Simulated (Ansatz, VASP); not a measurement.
# Two plane-wave programs on ZnCu

File INCAR:

```
PREC     = Accurate       # precision mode
ENCUT    = 520            # plane-wave cutoff, eV
EDIFF    = 1E-6           # SCF threshold, eV
ISMEAR   = 0              # smearing method
SIGMA    = 0.15           # smearing width, eV
LREAL    = False          # projectors in reciprocal space
LASPH    = True           # aspherical terms in the spheres
NELM     = 60             # most SCF steps
ALGO     = Fast           # electronic algorithm
ISIF     = 2              # what is computed and relaxed
LWAVE    = False          # write WAVECAR
LCHARG   = True           # write CHGCAR
GGA      = PE             # functional
LELF     = True           # ELF
LVHAR    = True         
NBANDS   = 18             # bands
```

The input KPOINTS:

```
regular mesh
0
Gamma
  16 16 16
```

Contents of POSCAR:

```
ZnCu
1.0
    2.9450000000      0.0000000000      0.0000000000
    0.0000000000      2.7683000000      0.0000000000
    0.0000000000      0.0000000000      2.9450000000
Zn Cu
1 1
Direct
    0.5000000000      0.5000000000      0.5000000000
    0.0000000000      0.0000000000      0.0000000000
```

Input for Ansatz:

```yaml
crystal:
  lattice:
    - [2.945, 0.0, 0.0]
    - [0.0, 2.7683, 0.0]
    - [0.0, 0.0, 2.945]
  atoms:
    - { symbol: Zn, position: [0.5, 0.5, 0.5] }
    - { symbol: Cu, position: [0.0, 0.0, 0.0] }
basis:
  ecutwfc: 420
kpoints:
  mp_grid: { grid: [16, 16, 16] }
hamiltonian:
  xc: pbe
scf:
  occupations: { method: gaussian, width: 0.15 }
output:
  forces: true
  stress: true
  eigenvalues: true
  write_density: true
  write_potential: true
  elf: true
  volumetric_format: npy
```

Change from the starting cell: strain -0.0600 x Voigt [0, 1, 0, 0, 0, 0], atoms carried along.

Alike in both runs: task single point; functional PBE; k mesh 16 × 16 × 16; occupations gaussian, width 0.15 eV; no spin polarisation.

|  | VASP | Ansatz |
| --- | --- | --- |
| version | VASP 6.6.1 | Ansatz 0.2.0 |
| potentials or method | VASP PAW PBE potentials, release 64 (Zn, Cu), cutoff 520 eV | scalar-relativistic, plane waves, PAW |
| valence electrons in the cell | 23 | 31 |

|  | VASP | Ansatz | Ansatz less VASP |
| --- | --- | --- | --- |
| gap on the k mesh at the Fermi level (eV) | none | none | - |
| pressure (GPa) | 12.6 | 11.5 | -1.13 |
| traceless stress, the component that is largest in VASP (GPa) | 1.27 | 1.22 | -0.047 |

A gap of «none» marks a metal or a gap that the smearing closes. VASP's potentials hold 23 valence electrons a cell and Ansatz's 31, so a difference there can come from the potentials and not from the codes.
